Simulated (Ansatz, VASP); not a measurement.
**NaSrYWO6 in VASP and in Ansatz**

```
Na Sr Y W O
1.0
    -0.33376    4.48434    4.48434
     4.15057    0.00000    4.15057
     4.15057    4.15057    0.00000
Na Sr Y W O
1 1 1 1 6
Direct
  0.15233 0.28256 0.28256
  0.85450 0.71517 0.71517
  0.52728 0.49091 0.49091
  0.00931 0.99690 0.99690
  0.78243 0.28010 0.18024
  0.20310 0.73166 0.81930
  0.78243 0.75723 0.28010
  0.20310 0.24594 0.73166
  0.20310 0.81930 0.24594
  0.78243 0.18024 0.75723
```

Alike in both runs: functional PBE; k mesh 6 × 6 × 6; occupations gaussian, width 0.02 eV; no spin polarisation.

Ansatz relaxed the structure, and its values are those at the end. VASP's run is a single point on that final structure, the one shown.

```csv
,VASP,Ansatz
version,VASP 6.6.1,Ansatz 0.2.0
potentials or method,"VASP PAW PBE potentials, release 64 (Na_pv, Sr_sv, Y_sv, W_sv, O), cutoff 520 eV","scalar-relativistic, plane waves, PAW"
valence electrons in the cell,78,80
```

```csv
,VASP,Ansatz,Ansatz less VASP
gap on the k mesh at the Fermi level (eV),2.59,2.60,+0.013
least direct gap on the mesh (eV),2.59,2.60,+0.013
pressure (GPa),-9.7,-10.3,-0.53
rms of the force components (eV/Å),0.069,0.005,-0.0640
```

The functional is the same, so the differences come from potentials, cutoffs and numerics. VASP's potentials hold 78 valence electrons a cell and Ansatz's 80, so a difference there can come from the potentials and not from the codes. Ansatz's warnings: stress scf threshold loose.

Spin-orbit coupling is off throughout.
